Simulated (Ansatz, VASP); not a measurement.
## Two plane-wave programs on ZrPdSe4

```
Zr Pd Se
1.0
    -3.84642    3.84642    2.57592
     3.84642   -3.84642    2.57592
     3.84642    3.84642   -2.57592
Zr Pd Se
1 1 4
Direct
  0.00000 0.00000 0.00000
  0.50000 0.50000 0.00000
  0.50000 0.81354 0.31354
  0.50000 0.18646 0.68646
  0.81354 0.50000 0.31354
  0.18646 0.50000 0.68646
```

Alike in both runs: functional PBE; k mesh 10 × 10 × 10; occupations gaussian, width 0.1 eV; no spin polarisation.

Ansatz relaxed the structure, and its values are those at the end. VASP's run is a single point on that final structure, the one shown.

|  | VASP | Ansatz |
| --- | --- | --- |
| version | VASP 6.6.1 | Ansatz 0.2.0 |
| potentials or method | VASP PAW PBE potentials, release 64 (Zr_sv, Pd, Se), cutoff 520 eV | scalar-relativistic, plane waves, PAW |
| valence electrons in the cell | 46 | 94 |

```csv
,VASP,Ansatz,Ansatz less VASP
gap on the k mesh at the Fermi level (eV),none,none,-
pressure (GPa),0.1,0.0,-0.03
rms of the force components (eV/Å),0.007,0.002,-0.0047
```

A gap of «none» marks a metal or a gap that the smearing closes. VASP's potentials hold 46 valence electrons a cell and Ansatz's 94, so a difference there can come from the potentials and not from the codes.
